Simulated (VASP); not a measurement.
Here is a VASP 6.6.1 calculation.

INCAR

```
  PREC = Accurate
  ENCUT = 520
  EDIFF = 1E-6
  ISMEAR = 0
  SIGMA = 0.05
  LREAL = F
  LASPH = T
  NELM = 100
  ALGO = Normal
  ISIF = 2
  LWAVE = F
  LCHARG = F
  GGA = PE
  NBANDS = 14
```

The input KPOINTS:

```
Automatic mesh
0
Gamma
  6 6 6
```

POSCAR

```
IrSe
1.0
    0.0000000000      2.5939829932      2.5939829932
    2.5939829932      0.0000000000      2.5939829932
    2.5939829932      2.5939829932      0.0000000000
Ir Se
1 1
Direct
    0.5000000000      0.5000000000      0.5000000000
    0.0000000000      0.0000000000      0.0000000000
```

Potentials or basis: VASP PAW PBE potentials, release 64 (Ir, Se).

Command:

```sh
$ cat potpaw_PBE.64/Ir/POTCAR potpaw_PBE.64/Se/POTCAR > POTCAR
$ mpirun -np 1 vasp_std > vasp.out
```

(1) What does it give for the pressure?

Results:

(1) 0.4 GPa.
